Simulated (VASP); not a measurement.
Write the native input for VASP 6.6.1 that does the following.

```yaml
Task: single point
Functional: LDA
Potentials_or_basis: VASP PAW LDA potentials, release 64 (As)
Cutoff: 520 eV
k_mesh: 7 × 7 × 7
Occupations: methfessel-paxton, width 0.1 eV
Spin: no spin polarisation
Dipole_correction: no
Further_INCAR_settings: ALGO = Normal; EDIFF = 1e-06; NBANDS = 8
```

The structure of As lies in POSCAR:

```
As
1.0
    2.6742129946      0.0000000000      0.0000000000
    0.0000000000      2.6742129946      0.0000000000
    0.0000000000      0.0000000000      2.6742129946
As
1
Direct
    0.5000000000      0.5000000000      0.5000000000
```

The input as run:

INCAR

```
SYSTEM = As
ALGO     = Normal         ! electronic algorithm
EDIFF    = 1E-6           ! SCF threshold, eV
ENCUT    = 520            ! plane-wave cutoff, eV
GGA      = CA             ! functional
ISIF     = 2              ! what is computed and relaxed
ISMEAR   = 1              ! smearing method
LASPH    = .True.         ! aspherical terms in the spheres
LCHARG   = .False.        ! write CHGCAR
LREAL    = .False.        ! projectors in reciprocal space
LWAVE    = .False.        ! write WAVECAR
NBANDS   = 8              ! bands
NELM     = 100            ! most SCF steps
PREC     = Accurate       ! precision mode
SIGMA    = 0.1            ! smearing width, eV
```

KPOINTS

```
k-points
0
Gamma
  7 7 7
  0 0 0
```

Potentials or basis: VASP PAW LDA potentials, release 64 (As).

Launch:

```console
$ cat potpaw_LDA.64/As/POTCAR > POTCAR
$ mpirun -np 1 vasp_std > vasp.out
```

Results of the run:

```yaml
Pressure: 0.5 GPa
```

Wall time 2.1 s on 1 thread of AMD EPYC 7R43 64-Core Processor (Zen 3), with other jobs on the host, peak memory 0.08 GiB.
